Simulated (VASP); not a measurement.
**Sc2GeTe4: relaxation of cell and atoms with PBE**

The system is Sc2GeTe4.

```
CELL_PARAMETERS angstrom
7.43000 -2.01000 0.00000
7.43000 2.01000 0.00000
-3.16885 0.00000 6.21923
ATOMIC_POSITIONS crystal
Sc 0.74000 0.74000 0.72000
Sc 0.26000 0.26000 0.28000
Ge 0.00000 0.00000 0.00000
Te 0.12000 0.12000 0.45000
Te 0.88000 0.88000 0.55000
Te 0.63500 0.63500 0.97500
Te 0.36500 0.36500 0.02500
```

| Item | Value |
| --- | --- |
| Program | VASP 6.6.1 |
| Task | relaxation of cell and atoms |
| Functional | PBE |
| Potentials or basis | VASP PAW PBE potentials, release 64 (Sc_sv, Ge_d, Te) |
| Cutoff | 600 eV |
| k mesh | 4 × 4 × 3 |
| Occupations | gaussian, width 0.2 eV |
| Spin | no spin polarisation |
| Dipole correction | no |
| Further INCAR settings | ALGO = Normal; EDIFF = 1e-06; IBRION = 2; EDIFFG = -0.08; NSW = 36; ISIF = 3 |

```
Relaxed volume                        : 30.29 Å³/atom
Relaxed cell                          : a = 8.030 Å, b = 8.030 Å, c = 7.279 Å, α = 115.19°, β = 115.19°, γ = 30.22°
Space group after relaxing (to 0.1 Å) : C2/m (No. 12)
Energy gained by relaxing             : 86.5 meV/atom
Ionic steps                           : 8
Pressure after relaxing               : -0.1 GPa
Largest force after relaxing          : 0.065 eV/Å
Band gap on the k mesh                : 0.48 eV (least direct gap 0.69 eV)
```

Forces on the atoms (eV/Å):
```
Sc   0.023  0.000  0.041
Sc  -0.023  0.000 -0.041
Ge   0.000  0.000  0.000
Te   0.023  0.000  0.001
Te  -0.023  0.000 -0.001
Te   0.005  0.000  0.065
Te  -0.005  0.000 -0.065
```

Stress tensor (GPa, compression positive):
```
-0.01  0.00  0.08
 0.00 -0.04  0.00
 0.08  0.00 -0.23
```

The path:
```csv
step,energy change (eV),largest force (eV/Å),pressure (GPa),volume (Å³)
1,0.0000,0.7715,8.27,185.76
2,-0.4169,0.6532,-3.15,225.05
3,-0.5870,0.2954,0.04,209.81
4,-0.5868,0.2850,0.17,209.31
5,-0.5952,0.1857,0.15,209.77
6,-0.6019,0.0855,0.14,210.56
7,-0.6020,0.0846,0.15,210.69
8,-0.6056,0.0653,-0.09,212.03
```

Final structure:
```cif
data_structure
_symmetry_space_group_name_H-M 'P 1'
_symmetry_Int_Tables_number 1
_cell_length_a 8.0299
_cell_length_b 8.0299
_cell_length_c 7.2792
_cell_angle_alpha 115.187
_cell_angle_beta 115.187
_cell_angle_gamma 30.218
_cell_volume 212.03
loop_
_atom_site_label
_atom_site_type_symbol
_atom_site_fract_x
_atom_site_fract_y
_atom_site_fract_z
_atom_site_occupancy
Sc1 Sc 0.74008 0.74008 0.71959 1
Sc2 Sc 0.25992 0.25992 0.28041 1
Ge1 Ge 0.00000 0.00000 0.00000 1
Te1 Te 0.12147 0.12147 0.45599 1
Te2 Te 0.87853 0.87853 0.54401 1
Te3 Te 0.63551 0.63551 0.97602 1
Te4 Te 0.36449 0.36449 0.02398 1
```

Levels at points of the mesh, in eV from the valence-band top:
```csv
k point,band 27,band 28,band 29,band 30,band 31,band 32,band 33,band 34
"(0.00, 0.00, 0.00)",-1.14,-0.68,-0.36,-0.20,0.49,1.31,1.37,1.39
"(0.50, 0.00, 0.00)",-1.86,-1.43,-1.36,-0.81,1.08,1.28,1.47,1.87
"(0.50, 0.50, 0.00)",-1.41,-0.36,-0.13,0.00,1.07,1.13,1.17,1.38
```

Wall time 14 min on 1 thread of Intel(R) Xeon(R) 6975P-C (Granite Rapids), with other jobs on the host, peak memory 0.64 GiB.

Caveat: semilocal functionals underestimate gaps, and a narrow one can read as zero; spin-orbit coupling is left out, which moves the levels of the heavy elements; the relaxation stopped at a loose force limit of 0.08 eV/Å, so its end isn't a converged minimum. A k mesh can miss the band edges.
